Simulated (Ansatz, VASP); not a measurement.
One calculation of Ca, two programs

```
Ca
1.0
     3.93612    0.00000    0.00000
    -1.96806    3.40878    0.00000
     0.00000    0.00000   12.91202
Ca
4
Cartesian
  -1.9681 3.4088 12.9120
  1.9681 3.4088 6.4560
  0.0000 2.2725 3.2280
  1.9681 1.1363 9.6840
```

Alike in both runs: functional r2SCAN; k mesh 9 × 9 × 3; occupations fermi-dirac, width 0.1 eV; no spin polarisation.

Ansatz relaxed the structure, and its values are those at the end. VASP's run is a single point on that final structure, the one shown.

|  | VASP | Ansatz |
| --- | --- | --- |
| version | VASP 6.6.1 | Ansatz 0.2.0 |
| potentials or method | VASP PAW PBE potentials, release 64 (Ca_sv), cutoff 520 eV | plane waves (500 eV) with PAW, scalar-relativistic |
| valence electrons in the cell | 40 | 40 |

|  | VASP | Ansatz | Ansatz less VASP |
| --- | --- | --- | --- |
| pressure (GPa) | 0.1 | 0.0 | -0.06 |

VASP's potentials were made for PBE, not for r2SCAN.
